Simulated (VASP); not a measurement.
# Na4I (Pm-3m) in VASP: further runs

The runs below take Na4I through single point, relaxation of cell and atoms, with PBE.

Everything below comes from runs of VASP 6.6.1. Logs are shortened: lines on timing, memory, paths and dates and some standing lists are left out, and cuts for length are marked.

## Step 1: The cell of the first run

Symmetry: Pm-3m, No. 221, cubic system. Conventional cell: a = 5.159 Å, b = 5.159 Å, c = 5.159 Å, α = 90.00°, β = 90.00°, γ = 90.00°. Within 3.4 Å of Na (site symmetry 4/mmm) lie 2 Na at 2.58 Å. Na (site symmetry m-3m) has 6 Na at 2.58 Å within 3.4 Å. I (site symmetry m-3m) has 20 Na at 3.65 to 4.47 Å within 4.8 Å.

The cell was built from a structure type or drawn by symmetry, and may not be a known phase.

## Step 2: Single point, PBE

INCAR

```
SYSTEM = Na4I
PREC = Accurate ; ENCUT = 520
EDIFF = 1E-6 ; ISMEAR = 0
SIGMA = 0.1 ; LREAL = .FALSE.
LASPH = .TRUE. ; NELM = 60
ALGO = Normal ; ISIF = 2
LWAVE = .FALSE. ; LCHARG = .FALSE.
GGA = PE ; NBANDS = 26
```

KPOINTS

```
Automatic mesh
0
G
  4 4 4
  0 0 0
```

POSCAR

```
Na4I
1.0
    5.1592034500      0.0000000000      0.0000000000
    0.0000000000      5.1592034500      0.0000000000
    0.0000000000      0.0000000000      5.1592034500
Na I
4 1
Direct
    0.5000000000      0.0000000000      0.0000000000
    0.0000000000      0.5000000000      0.0000000000
    0.0000000000      0.0000000000      0.5000000000
    0.0000000000      0.0000000000      0.0000000000
    0.5000000000      0.5000000000      0.5000000000
```

Potentials or basis: VASP PAW PBE potentials, release 64 (Na_pv, I).

The run is started by

```sh
cat potpaw_PBE.64/Na_pv/POTCAR potpaw_PBE.64/I/POTCAR > POTCAR
mpirun -np 1 vasp_std > vasp.out
```

OUTCAR:

```text
SYSTEM = Na4I
   PREC = Accurate
   ENCUT = 520
   EDIFF = 1E-6
   ISMEAR = 0
   LREAL = .FALSE.
   LASPH = .TRUE.
   NELM = 60
   ISIF = 2
   GGA = PE

 ion  position               nearest neighbor table
   1  0.500  0.000  0.000-   4 2.58   4 2.58
   2  0.000  0.500  0.000-   4 2.58   4 2.58
   3  0.000  0.000  0.500-   4 2.58   4 2.58
   4  0.000  0.000  0.000-   1 2.58   2 2.58   3 2.58   3 2.58   2 2.58   1 2.58
   5  0.500  0.500  0.500-

  LATTYP: Found a simple cubic cell.
 ALAT       =     5.1592034500

  Lattice vectors:

 A1 = (   5.1592034500,   0.0000000000,   0.0000000000)
 A2 = (   0.0000000000,   5.1592034500,   0.0000000000)
 A3 = (   0.0000000000,   0.0000000000,   5.1592034500)

Analysis of symmetry for initial positions (statically):
=====================================================================
 Subroutine PRICEL returns:
 Original cell was already a primitive cell.

 Routine SETGRP: Setting up the symmetry group for a
 simple cubic supercell.

 Subroutine GETGRP returns: Found 48 space group operations
 (whereof 48 operations were pure point group operations)
 out of a pool of 48 trial point group operations.

The static configuration has the point symmetry O_h .

Analysis of symmetry for dynamics (positions and initial velocities):
=====================================================================
 Subroutine PRICEL returns:
 Original cell was already a primitive cell.

 Routine SETGRP: Setting up the symmetry group for a
 simple cubic supercell.

 Subroutine GETGRP returns: Found 48 space group operations
 (whereof 48 operations were pure point group operations)
 out of a pool of 48 trial point group operations.

The dynamic configuration has the point symmetry O_h .

 Subroutine INISYM returns: Found 48 space group operations
 (whereof 48 operations are pure point group operations),
 and found     1 'primitive' translations

----------------------------------------------------------------------------------------

                                     Primitive cell

  volume of cell :     137.3245

  direct lattice vectors                    reciprocal lattice vectors
     5.159203450  0.000000000  0.000000000     0.193828371  0.000000000  0.000000000
     0.000000000  5.159203450  0.000000000     0.000000000  0.193828371  0.000000000
     0.000000000  0.000000000  5.159203450     0.000000000  0.000000000  0.193828371

  length of vectors
     5.159203450  5.159203450  5.159203450     0.193828371  0.193828371  0.193828371

  position of ions in fractional coordinates (direct lattice)
     0.500000000  0.000000000  0.000000000
     0.000000000  0.500000000  0.000000000
     0.000000000  0.000000000  0.500000000
     0.000000000  0.000000000  0.000000000
     0.500000000  0.500000000  0.500000000

  ion indices of the primitive-cell ions
   primitive index   ion index
                 1           1
                 2           2
                 3           3
                 4           4
                 5           5

----------------------------------------------------------------------------------------

 KPOINTS: Automatic mesh

Automatic generation of k-mesh.
 Grid dimensions read from file:
 generate k-points for:    4    4    4

 Generating k-lattice:

  Cartesian coordinates                     Fractional coordinates (reciprocal lattice)
     0.048457093  0.000000000  0.000000000     0.250000000  0.000000000  0.000000000
     0.000000000  0.048457093  0.000000000     0.000000000  0.250000000  0.000000000
     0.000000000  0.000000000  0.048457093     0.000000000  0.000000000  0.250000000

  Length of vectors
     0.048457093  0.048457093  0.048457093

  Shift w.r.t. Gamma in fractional coordinates (k-lattice)
     0.000000000  0.000000000  0.000000000

 Subroutine IBZKPT returns following result:
 ===========================================

 Found     10 irreducible k-points:

 Following reciprocal coordinates:
            Coordinates               Weight
  0.000000  0.000000  0.000000      1.000000
  0.250000  0.000000  0.000000      6.000000
  0.500000  0.000000  0.000000      3.000000
  0.250000  0.250000  0.000000     12.000000
  0.500000  0.250000  0.000000     12.000000
  0.500000  0.500000  0.000000      3.000000
  0.250000  0.250000  0.250000      8.000000
  0.500000  0.250000  0.250000     12.000000
  0.500000  0.500000  0.250000      6.000000
  0.500000  0.500000  0.500000      1.000000
   k-points           NKPTS =     10   k-points in BZ     NKDIM =     10   number of bands    NBANDS=     26
   number of dos      NEDOS =    301   number of ions     NIONS =      5
   total plane-waves  NPLWV =  64000
   dimension x,y,z NGX =    40 NGY =   40 NGZ =   40
   dimension x,y,z NGXF=    80 NGYF=   80 NGZF=   80
   ions per type =               4   1
   NGX,Y,Z   is equivalent  to a cutoff of  12.89, 12.89, 12.89 a.u.
   NGXF,Y,Z  is equivalent  to a cutoff of  25.78, 25.78, 25.78 a.u.
 SYSTEM =  Na4I
   PREC   = accura    normal or accurate (medium, high low for compatibility)
   ISTART =      0    job   : 0-new  1-cont  2-samecut
   ICHARG =      2    charge: 1-file 2-atom 10-const
   ISPIN  =      1    spin polarized calculation?
   LNONCOLLINEAR =      F non collinear calculations
   LSORBIT =      F    spin-orbit coupling
   LASPH  =      T    aspherical Exc in radial PAW
   ENCUT  =  520.0 eV  38.22 Ry    6.18 a.u.   9.59  9.59  9.59*2*pi/ulx,y,z
   NELM   =     60;   NELMIN=  2; NELMDL= -5     # of ELM steps
   EDIFF  = 0.1E-05   stopping-criterion for ELM
   LREAL  =      F    real-space projection
[... 7 lines left out ...]
   TEBEG  =    0.0;   TEEND  =   0.0 temperature during run
   PSTRESS=    0.0 pullay stress
   NELECT =      35.0000    total number of electrons
   NUPDOWN=      -1.0000    fix difference up-down
   EMIN   =  10.00;   EMAX   =-10.00  energy-range for DOS
   EFERMI =   0.00;   METHOD = LEGACY
   ISMEAR =     0;   SIGMA  =   0.10  broadening in eV -4-tet -1-fermi 0-gaus
   EFERMI_NEDOS =   21; number of points for ismear=-14 and -15
   IALGO  =     38    algorithm
   IMIX   =      4    mixing-type and parameters
     AMIX     =   0.40;   BMIX     =  1.00
     AMIX_MAG =   1.60;   BMIX_MAG =  1.00
  volume/ion in A,a.u.               =      27.46       185.34
  Fermi-wavevector in a.u.,A,eV,Ry     =   1.037962  1.961464 14.658447  1.077365
  Thomas-Fermi vector in A             =   2.172424
   LORBIT       =      0    0 simple, 1 ext, 2 COOP (PROOUT), +10 PAW based schemes
   GGA     = PE    functional components
   LHFCALC =     F    Hartree Fock is set to
   AEXX    =    0.0000 exact exchange contribution
   IVDW    =     0    specifies the selected vdW correction
   LEPSILON=     F    determine dielectric tensor
   LRPA    =     F    only Hartree local field effects (RPA)
 non-spin polarized calculation
 Gauss-broadening in eV      SIGMA  =   0.10
  energy-cutoff  :      520.00
  volume of cell :      137.32
 maximum number of plane-waves:      3743
 NGX is ok and might be reduce to    40
   NGX = 19   NGY = 19   NGZ = 19

 number of electron      35.0000079 magnetization

 Free energy of the ion-electron system (eV)
  ---------------------------------------------------
  ext. energy  EPLUGINS =         0.00000000
  ---------------------------------------------------
  free energy    TOTEN  =        -5.86724762 eV

  energy without entropy =       -5.83735493  energy(sigma->0) =       -5.85230128

 E-fermi :   3.5106     XC(G=0):  -7.8452

 val. band max:        3.0472517217   @ k =   0.5000   0.2500   0.0000
 cond. band min:       3.5130394563   @ k =   0.5000   0.2500   0.2500
 fundamental gap:      0.4657877346
 Fermi energy:         3.5106178444

 k-point     1 :       0.0000    0.0000    0.0000
  band No.  band energies     occupation
      1     -22.9740      2.00000
      2     -22.9740      2.00000
      3     -22.9740      2.00000
      4     -22.3478      2.00000
      5     -22.3478      2.00000
      6     -22.3478      2.00000
[... 18 lines left out ...]
     25       7.7818      0.00000
     26       7.8537      0.00000

 k-point     2 :       0.2500    0.0000    0.0000
  band No.  band energies     occupation
      1     -22.9730      2.00000
      2     -22.9730      2.00000
      3     -22.9231      2.00000
      4     -22.3970      2.00000
      5     -22.3470      2.00000
      6     -22.3470      2.00000
[... 18 lines left out ...]
     25       8.1172      0.00000
     26       8.1965      0.00000

 k-point     3 :       0.5000    0.0000    0.0000
  band No.  band energies     occupation
      1     -22.9720      2.00000
      2     -22.9720      2.00000
      3     -22.8587      2.00000
      4     -22.4648      2.00000
      5     -22.3455      2.00000
      6     -22.3455      2.00000
[... 18 lines left out ...]
     25       8.2190      0.00000
     26       9.1041      0.00000

 k-point     4 :       0.2500    0.2500    0.0000
  band No.  band energies     occupation
      1     -22.9720      2.00000
      2     -22.9229      2.00000
      3     -22.9213      2.00000
      4     -22.4031      2.00000
      5     -22.3905      2.00000
      6     -22.3482      2.00000
[... 18 lines left out ...]
     25       8.4446      0.00000
     26       9.5173      0.00000

 k-point     5 :       0.5000    0.2500    0.0000
  band No.  band energies     occupation
      1     -22.9710      2.00000
      2     -22.9211      2.00000
      3     -22.8576      2.00000
      4     -22.4660      2.00000
      5     -22.3953      2.00000
      6     -22.3520      2.00000
[... 18 lines left out ...]
     25       7.8671      0.00000
     26       9.0612      0.00000

 k-point     6 :       0.5000    0.5000    0.0000
  band No.  band energies     occupation
      1     -22.9701      2.00000
      2     -22.8564      2.00000
      3     -22.8564      2.00000
      4     -22.4790      2.00000
      5     -22.4505      2.00000
      6     -22.3567      2.00000
[... 18 lines left out ...]
     25       9.0492      0.00000
     26       9.0492      0.00000

 k-point     7 :       0.2500    0.2500    0.2500
  band No.  band energies     occupation
      1     -22.9228      2.00000
      2     -22.9202      2.00000
      3     -22.9202      2.00000
      4     -22.4092      2.00000
      5     -22.3903      2.00000
      6     -22.3903      2.00000
[... 18 lines left out ...]
     25       8.1783      0.00000
     26       9.0605      0.00000

 k-point     8 :       0.5000    0.2500    0.2500
  band No.  band energies     occupation
      1     -22.9210      2.00000
      2     -22.9192      2.00000
      3     -22.8564      2.00000
      4     -22.4674      2.00000
      5     -22.3999      2.00000
      6     -22.3901      2.00000
[... 18 lines left out ...]
     25       9.2846      0.00000
     26       9.4242      0.00000

 k-point     9 :       0.5000    0.5000    0.2500
  band No.  band energies     occupation
      1     -22.9191      2.00000
      2     -22.8553      2.00000
      3     -22.8553      2.00000
      4     -22.4810      2.00000
      5     -22.4504      2.00000
      6     -22.3940      2.00000
[... 18 lines left out ...]
     25      10.0048      0.00000
     26      10.1823      0.00000

 k-point    10 :       0.5000    0.5000    0.5000
  band No.  band energies     occupation
      1     -22.8542      2.00000
      2     -22.8542      2.00000
      3     -22.8542      2.00000
      4     -22.4931      2.00000
      5     -22.4504      2.00000
      6     -22.4504      2.00000
[... 18 lines left out ...]
     25      11.1787      0.00000
     26      11.1793      0.00000

------------------------ aborting loop because EDIFF is reached ----------------------------------------

  FORCE on cell =-STRESS in cart. coord.  units (eV):
  Direction    XX          YY          ZZ          XY          YZ          ZX
  --------------------------------------------------------------------------------------
  -------------------------------------------------------------------------------------
  Total        5.8914168      5.8914168      5.8914168      0.0000000      0.0000000     -0.0000000
  in kB       68.7357011     68.7357011     68.7357011      0.0000000      0.0000000     -0.0000000
  external PRESSURE =      68.7357011 kB  Pullay stress =       0.0000000 kB

 VOLUME and BASIS-vectors are now :
 -----------------------------------------------------------------------------
  energy-cutoff  :      520.00
  volume of cell :      137.32
      direct lattice vectors                 reciprocal lattice vectors
     5.159203450  0.000000000  0.000000000     0.193828371  0.000000000  0.000000000
     0.000000000  5.159203450  0.000000000     0.000000000  0.193828371  0.000000000
     0.000000000  0.000000000  5.159203450     0.000000000  0.000000000  0.193828371

 POSITION                                       TOTAL-FORCE (eV/Angst)
 -----------------------------------------------------------------------------------
      2.57960      0.00000      0.00000         0.000000      0.000000      0.000000
      0.00000      2.57960      0.00000         0.000000      0.000000      0.000000
      0.00000      0.00000      2.57960         0.000000      0.000000      0.000000
      0.00000      0.00000      0.00000         0.000000      0.000000      0.000000
      2.57960      2.57960      2.57960         0.000000      0.000000      0.000000
 -----------------------------------------------------------------------------------
    total drift:                                0.000000      0.000000     -0.000000

  FREE ENERGIE OF THE ION-ELECTRON SYSTEM (eV)
  ---------------------------------------------------
  free  energy   TOTEN  =        -5.8672476226 eV

  energy  without entropy=       -5.8373549332  energy(sigma->0) =       -5.85230128
```

Wall time 41 s (1 thread of Intel Xeon 8259CL, shared host); peak memory 0.24 GiB.

Results:

```
Free energy            : -5.8672 eV
Pressure               : 6.9 GPa
Band gap on the k mesh : zero (an odd number of electrons rules out a gap without spin polarisation)
```

Caveat: the cell stands under pressure; spin-orbit coupling is left out, which moves the levels of the heavy elements; an odd number of electrons without spin polarisation forces a metal; a magnetic or distorted state may lie lower.

(Continued in part 2 of 2.)
